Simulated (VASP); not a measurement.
# Zn (P6_3/mmc) in VASP: relaxation of cell and atoms with PBE

Aim: the relaxation of cell and atoms of Zn with PBE.

All numbers are computed with VASP 6.6.1; they aren't measurements. Logs are shortened: lines on timing, memory, paths and dates and some standing lists are left out, and cuts for length are marked.

## (1) The cell of the first run

The structure is hexagonal, space group P6_3/mmc (No. 194). The conventional cell has a = 2.785 Å, b = 2.785 Å, c = 4.512 Å, α = 90.00°, β = 90.00°, γ = 120.00°. Zn (site symmetry -6m2) has 12 Zn at 2.77 to 2.79 Å within 3.7 Å.

## (2) Relaxation of cell and atoms, PBE

INCAR reads:

```
SYSTEM = Zn
PREC = Accurate
ENCUT = 600
EDIFF = 1E-7
ISMEAR = -1
SIGMA = 0.05
LREAL = .False.
LASPH = .True.
NELM = 60
ALGO = Normal
ISIF = 3
LWAVE = .False.
LCHARG = .False.
GGA = PE
IBRION = 2
NSW = 60
EDIFFG = -0.005
```

KPOINTS reads:

```
Automatic mesh
0
Gamma
  17 17 9
  0 0 0
```

POSCAR reads:

```
Zn
1.0
    2.7850770257      0.0000000000      0.0000000000
   -1.3925385129      2.4119474558      0.0000000000
    0.0000000000      0.0000000000      4.5118247817
Zn
2
Direct
    0.3333333333      0.6666666667      0.2500000000
    0.6666666667      0.3333333333      0.7500000000
```

Potentials or basis: VASP PAW PBE potentials, release 64 (Zn).

Launch:

```console
> cat potpaw_PBE.64/Zn/POTCAR > POTCAR
> mpirun -np 1 vasp_std > vasp.out
```

OUTCAR:

```text
SYSTEM = Zn
   PREC = Accurate
   ENCUT = 600
   EDIFF = 1E-7
   ISMEAR = -1
   LREAL = .False.
   LASPH = .True.
   NELM = 60
   ISIF = 3
   GGA = PE
   IBRION = 2
   NSW = 60
   EDIFFG = -0.005

 ion  position               nearest neighbor table
   1  0.333  0.667  0.250-   2 2.77   2 2.77   2 2.77   2 2.77   2 2.77   2 2.77
   2  0.667  0.333  0.750-   1 2.77   1 2.77   1 2.77   1 2.77   1 2.77   1 2.77

  LATTYP: Found a hexagonal cell.
 ALAT       =     2.7850770257
 C/A-ratio  =     1.6200000000

  Lattice vectors:

 A1 = (   2.7850770257,   0.0000000000,   0.0000000000)
 A2 = (  -1.3925385129,   2.4119474558,   0.0000000000)
 A3 = (   0.0000000000,   0.0000000000,   4.5118247817)

Analysis of symmetry for initial positions (statically):
=====================================================================
 Subroutine PRICEL returns:
 Original cell was already a primitive cell.

 Routine SETGRP: Setting up the symmetry group for a
 hexagonal supercell.

 Subroutine GETGRP returns: Found 24 space group operations
 (whereof 12 operations were pure point group operations)
 out of a pool of 24 trial point group operations.

The static configuration has the point symmetry D_3d.
 The point group associated with its full space group is D_6h.

Analysis of symmetry for dynamics (positions and initial velocities):
=====================================================================
 Subroutine PRICEL returns:
 Original cell was already a primitive cell.

 Routine SETGRP: Setting up the symmetry group for a
 hexagonal supercell.

 Subroutine GETGRP returns: Found 24 space group operations
 (whereof 12 operations were pure point group operations)
 out of a pool of 24 trial point group operations.

The dynamic configuration has the point symmetry D_3d.
 The point group associated with its full space group is D_6h.

 Subroutine INISYM returns: Found 24 space group operations
 (whereof 12 operations are pure point group operations),
 and found     1 'primitive' translations

----------------------------------------------------------------------------------------

                                     Primitive cell

  volume of cell :      30.3080

  direct lattice vectors                    reciprocal lattice vectors
     2.785077026  0.000000000  0.000000000     0.359056497  0.207301365  0.000000000
    -1.392538513  2.411947456  0.000000000     0.000000000  0.414602730  0.000000000
     0.000000000  0.000000000  4.511824782     0.000000000  0.000000000  0.221639813

  length of vectors
     2.785077026  2.785077026  4.511824782     0.414602730  0.414602730  0.221639813

  position of ions in fractional coordinates (direct lattice)
     0.333333333  0.666666667  0.250000000
     0.666666667  0.333333333  0.750000000

  ion indices of the primitive-cell ions
   primitive index   ion index
                 1           1
                 2           2

----------------------------------------------------------------------------------------

 KPOINTS: Automatic mesh

Automatic generation of k-mesh.
 Grid dimensions read from file:
 generate k-points for:   17   17    9

 Generating k-lattice:

  Cartesian coordinates                     Fractional coordinates (reciprocal lattice)
     0.021120970  0.012194198  0.000000000     0.058823529 -0.000000000  0.000000000
     0.000000000  0.024388396  0.000000000     0.000000000  0.058823529  0.000000000
     0.000000000  0.000000000  0.024626646     0.000000000  0.000000000  0.111111111

  Length of vectors
     0.024388396  0.024388396  0.024626646

  Shift w.r.t. Gamma in fractional coordinates (k-lattice)
     0.000000000  0.000000000  0.000000000

 Subroutine IBZKPT returns following result:
 ===========================================

 Found    165 irreducible k-points:

 Following reciprocal coordinates:
            Coordinates               Weight
  0.000000  0.000000  0.000000      1.000000
  0.058824  0.000000  0.000000      6.000000
  0.117647  0.000000  0.000000      6.000000
  0.176471  0.000000  0.000000      6.000000
  0.235294  0.000000  0.000000      6.000000
  0.294118 -0.000000  0.000000      6.000000
[... 16 lines left out ...]
  0.411765  0.117647  0.000000     12.000000
  0.176471  0.176471  0.000000      6.000000
 [... further k-points ...]
   k-points           NKPTS =    165   k-points in BZ     NKDIM =    165   number of bands    NBANDS=     16
   number of dos      NEDOS =    301   number of ions     NIONS =      2
   total plane-waves  NPLWV =  20736
   dimension x,y,z NGX =    24 NGY =   24 NGZ =   36
   dimension x,y,z NGXF=    48 NGYF=   48 NGZF=   72
   ions per type =               2
   NGX,Y,Z   is equivalent  to a cutoff of  14.33, 14.33, 13.26 a.u.
   NGXF,Y,Z  is equivalent  to a cutoff of  28.65, 28.65, 26.53 a.u.
 SYSTEM =  Zn
   PREC   = accura    normal or accurate (medium, high low for compatibility)
   ISTART =      0    job   : 0-new  1-cont  2-samecut
   ICHARG =      2    charge: 1-file 2-atom 10-const
   ISPIN  =      1    spin polarized calculation?
   LNONCOLLINEAR =      F non collinear calculations
   LSORBIT =      F    spin-orbit coupling
   LASPH  =      T    aspherical Exc in radial PAW
   ENCUT  =  600.0 eV  44.10 Ry    6.64 a.u.   5.56  5.56  9.01*2*pi/ulx,y,z
   NELM   =     60;   NELMIN=  2; NELMDL= -5     # of ELM steps
   EDIFF  = 0.1E-06   stopping-criterion for ELM
   LREAL  =      F    real-space projection
   EDIFFG = -.5E-02   stopping-criterion for IOM
   NSW    =     60    number of steps for IOM
   IBRION =      2    ionic relax: 0-MD 1-quasi-New 2-CG
   NFREE  =      1    steps in history (QN), initial steepest desc. (CG)
   ISIF   =      3    stress and relaxation
   ISYM   =      2    0-nonsym 1-usesym 2-fastsym
   POTIM  = 0.5000    time-step for ionic-motion
   TEBEG  =    0.0;   TEEND  =   0.0 temperature during run
   PSTRESS=    0.0 pullay stress
   NELECT =      24.0000    total number of electrons
   NUPDOWN=      -1.0000    fix difference up-down
   EMIN   =  10.00;   EMAX   =-10.00  energy-range for DOS
   EFERMI =   0.00;   METHOD = LEGACY
   ISMEAR =    -1;   SIGMA  =   0.05  broadening in eV -4-tet -1-fermi 0-gaus
   EFERMI_NEDOS =   21; number of points for ismear=-14 and -15
   IALGO  =     38    algorithm
   IMIX   =      4    mixing-type and parameters
     AMIX     =   0.40;   BMIX     =  1.00
     AMIX_MAG =   1.60;   BMIX_MAG =  1.00
  volume/ion in A,a.u.               =      15.15       102.26
  Fermi-wavevector in a.u.,A,eV,Ry     =   1.514582  2.862145 31.211206  2.293959
  Thomas-Fermi vector in A             =   2.624220
   LORBIT       =      0    0 simple, 1 ext, 2 COOP (PROOUT), +10 PAW based schemes
   GGA     = PE    functional components
   LHFCALC =     F    Hartree Fock is set to
   AEXX    =    0.0000 exact exchange contribution
   IVDW    =     0    specifies the selected vdW correction
   LEPSILON=     F    determine dielectric tensor
   LRPA    =     F    only Hartree local field effects (RPA)
 conjugate gradient relaxation of ions
 non-spin polarized calculation
  energy-cutoff  :      600.00
  volume of cell :       30.31
 maximum number of plane-waves:      1038
 NGX is ok and might be reduce to    24
   NGX = 11   NGY = 11   NGZ = 19

--------------------------------------- Ionic step        1  -------------------------------------------

 number of electron      24.0000018 magnetization

 Free energy of the ion-electron system (eV)
  ---------------------------------------------------
  ext. energy  EPLUGINS =         0.00000000
  ---------------------------------------------------
  free energy    TOTEN  =        -2.18906876 eV

  energy without entropy =       -2.18498775  energy(sigma->0) =       -2.18702825

------------------------ aborting loop because EDIFF is reached ----------------------------------------

  FORCE on cell =-STRESS in cart. coord.  units (eV):
  Direction    XX          YY          ZZ          XY          YZ          ZX
  --------------------------------------------------------------------------------------
  -------------------------------------------------------------------------------------
  Total       -0.2525236     -0.2525236      0.1663174      0.0000000     -0.0000000      0.0000000
  in kB      -13.3491986    -13.3491986      8.7920671      0.0000000     -0.0000000      0.0000000
  external PRESSURE =      -5.9687767 kB  Pullay stress =       0.0000000 kB
[... 89 lines left out ...]
  FREE ENERGIE OF THE ION-ELECTRON SYSTEM (eV)
  ---------------------------------------------------
  free  energy   TOTEN  =        -2.1950834436 eV

  energy  without entropy=       -2.1905987442  energy(sigma->0) =       -2.19284109

[... ionic steps 4 to 13 ...]

--------------------------------------- Ionic step       14  -------------------------------------------

 number of electron      24.0000019 magnetization

------------------------ aborting loop because EDIFF is reached ----------------------------------------

  FORCE on cell =-STRESS in cart. coord.  units (eV):
  Direction    XX          YY          ZZ          XY          YZ          ZX
  --------------------------------------------------------------------------------------
  -------------------------------------------------------------------------------------
  Total       -0.0038648     -0.0038648      0.0138103      0.0000000     -0.0000000      0.0000000
  in kB       -0.2059204     -0.2059204      0.7358290      0.0000000     -0.0000000      0.0000000
  external PRESSURE =       0.1079960 kB  Pullay stress =       0.0000000 kB
[... 57 lines left out ...]
  energy  without entropy=       -2.2055746591  energy(sigma->0) =       -2.20746906

--------------------------------------- Ionic step       16  -------------------------------------------

 number of electron      24.0000019 magnetization

 Free energy of the ion-electron system (eV)
  ---------------------------------------------------
  ext. energy  EPLUGINS =         0.00000000
  ---------------------------------------------------
  free energy    TOTEN  =        -2.20936782 eV

  energy without entropy =       -2.20557198  energy(sigma->0) =       -2.20746990

 E-fermi :   3.2615     XC(G=0): -11.6205

 val. band max:        3.2374411701   @ k =   0.2353   0.1176   0.0000
 cond. band min:       3.3177719289   @ k =   0.4706   0.0588   0.4444
 fundamental gap:      0.0803307589
 Fermi energy:         3.2614798454

 k-point     1 :       0.0000    0.0000    0.0000
  band No.  band energies     occupation
      1      -7.2882      2.00000
      2      -5.3786      2.00000
      3      -4.6756      2.00000
      4      -4.4981      2.00000
      5      -4.4981      2.00000
      6      -4.4359      2.00000
[... 8 lines left out ...]
     15      19.8904      0.00000
     16      19.8904      0.00000
[... 420 lines left out ...]
  band No.  band energies     occupation
      1      -5.0954      2.00000
      2      -4.8370      2.00000
      3      -4.7678      2.00000
      4      -4.7323      2.00000
      5      -4.5197      2.00000
      6      -4.4638      2.00000
[... 8 lines left out ...]
     15       9.6817      0.00000
     16      15.6533      0.00000

 [... further k-points ...]

------------------------ aborting loop because EDIFF is reached ----------------------------------------

  FORCE on cell =-STRESS in cart. coord.  units (eV):
  Direction    XX          YY          ZZ          XY          YZ          ZX
  --------------------------------------------------------------------------------------
  -------------------------------------------------------------------------------------
  Total       -0.0048600     -0.0048600      0.0005856      0.0000000      0.0000000      0.0000000
  in kB       -0.2589233     -0.2589233      0.0312008      0.0000000      0.0000000      0.0000000
  external PRESSURE =      -0.1622153 kB  Pullay stress =       0.0000000 kB
[... 17 lines left out ...]
  FREE ENERGIE OF THE ION-ELECTRON SYSTEM (eV)
  ---------------------------------------------------
  free  energy   TOTEN  =        -2.2093678201 eV

  energy  without entropy=       -2.2055719783  energy(sigma->0) =       -2.20746990

 reached required accuracy - stopping structural energy minimisation
```

Wall time 20 min (1 thread of AMD EPYC 7R13, shared host); peak memory 0.19 GiB.

What came out:

```
Free energy                           : -2.2094 eV
Relaxed volume                        : 15.04 Å³/atom
Relaxed cell                          : a = 2.693 Å, b = 2.693 Å, c = 4.789 Å, α = 90.00°, β = 90.00°, γ = 120.00°
Space group after relaxing (to 0.1 Å) : P6_3/mmc (No. 194)
Energy gained by relaxing             : 10.1 meV/atom
Ionic steps                           : 16
Pressure after relaxing               : 0.0 GPa
Band gap on the k mesh                : zero (bands 12 and 13 overlap by 3.71 eV)
```

Step by step:
```tsv
step	energy change (eV)	largest force (eV/Å)	pressure (GPa)	volume (Å³)
1	0.0000	0.0000	-0.60	30.31
2	-0.0034	0.0000	-0.04	30.06
3	-0.0060	0.0000	0.69	29.75
4	-0.0074	0.0000	2.33	29.13
5	-0.0077	0.0000	1.63	29.38
6	-0.0095	0.0000	1.61	29.39
7	-0.0136	0.0000	1.59	29.42
8	-0.0169	0.0000	1.70	29.45
9	-0.0170	0.0000	1.63	29.44
10	-0.0171	0.0000	1.65	29.44
11	-0.0194	0.0000	0.86	29.74
12	-0.0203	0.0000	-0.13	30.14
13	-0.0203	0.0000	-0.01	30.08
14	-0.0203	0.0000	0.01	30.07
15	-0.0203	0.0000	0.03	30.07
16	-0.0203	0.0000	-0.02	30.07
```

Final structure:
```
CELL_PARAMETERS angstrom
2.69275 0.00000 0.00000
-1.34638 2.33199 0.00000
0.00000 0.00000 4.78907
ATOMIC_POSITIONS crystal
Zn 0.33333 0.66667 0.25000
Zn 0.66667 0.33333 0.75000
```

Levels at points of the mesh, in eV from the Fermi level:
```tsv
k point	band 10	band 11	band 12	band 13	band 14	band 15
(0.00, 0.00, 0.00)	-7.17	-7.17	-3.55	-2.59	15.15	16.63
```
